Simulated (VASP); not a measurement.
Al2P3, 5 atoms in the cell. Symmetry: P6/mmm, No. 191, hexagonal system. The conventional cell has a = 4.519 Å, b = 4.519 Å, c = 6.797 Å, α = 90.00°, β = 90.00°, γ = 120.00°. Al (site symmetry -6m2) has 3 Al at 2.61 Å and 3 P at 2.61 Å within 3.4 Å. P (site symmetry 6mm) has 2 P at 2.05 to 2.38 Å within 2.7 Å. Within 3.1 Å of P (site symmetry 6/mmm) lie 2 P at 2.38 Å and 6 Al at 2.61 Å. 

```yaml
Program: VASP 6.6.1
Task: relaxation of cell and atoms
Functional: PBE
Potentials_or_basis: VASP PAW PBE potentials, release 64 (Al, P)
Cutoff: 600 eV
k_mesh: 12 × 12 × 6
Occupations: gaussian, width 0.1 eV
Spin: no spin polarisation
Dipole_correction: no
Further_INCAR_settings: ALGO = Normal; EDIFF = 1e-06; IBRION = 2; EDIFFG = -0.01; NSW = 100; ISIF = 3
```

Potentials or basis: VASP PAW PBE potentials, release 64 (Al, P).

Launch:

```console
$ cat potpaw_PBE.64/Al/POTCAR potpaw_PBE.64/P/POTCAR > POTCAR
$ mpirun -np 1 vasp_std > vasp.out
```

Hardware: 1 thread of Intel(R) Xeon(R) 6975P-C (Granite Rapids), on a shared host.

Q: How long does it take, and how much memory?

A: Run time: 3.9 min on 1 thread of Intel(R) Xeon(R) 6975P-C (Granite Rapids), on a shared host, peak memory 0.34 GiB. Counts: scf iterations 53, k points 76, ion steps 7.
